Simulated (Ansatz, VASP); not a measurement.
## Two plane-wave programs on Ta

```
Ta
1.0
    -1.45980    1.64023    1.88626
     1.45980   -1.64023    1.88626
     1.45980    1.64023   -1.88626
Ta
1
Direct
  0.00000 0.00000 0.00000
```

Change from the starting cell: normal strain along x -0.1100, normal strain along z +0.1500.

Alike in both runs: task single point; functional PBEsol; k mesh 20 × 20 × 20; occupations gaussian, width 0.15 eV; no spin polarisation.

|  | VASP | Ansatz |
| --- | --- | --- |
| version | VASP 6.6.1 | Ansatz 0.2.0 |
| potentials or method | VASP PAW PBE potentials, release 64 (Ta_pv), cutoff 520 eV | scalar-relativistic, plane waves, PAW |
| valence electrons in the cell | 11 | 13 |

VASP gave:

| Item | Value |
| --- | --- |
| gap on the k mesh at the Fermi level (eV) | none |
| pressure (GPa) | -0.5 |
| traceless stress, the component that is largest in VASP (GPa) | -10.18 |

Question: Which values does Ansatz return?

Answer: gap on the k mesh at the Fermi level (eV): none; pressure (GPa): -0.6; traceless stress, the component that is largest in VASP (GPa): -10.16.

VASP's potentials were made for PBE, not for PBEsol, and Ansatz warns of the same on its side. A gap of «none» marks a metal or a gap that the smearing closes. The functional is the same, so the differences come from potentials, cutoffs and numerics. VASP's potentials hold 11 valence electrons a cell and Ansatz's 13, so a difference there can come from the potentials and not from the codes.

Neither program's run includes spin-orbit coupling.
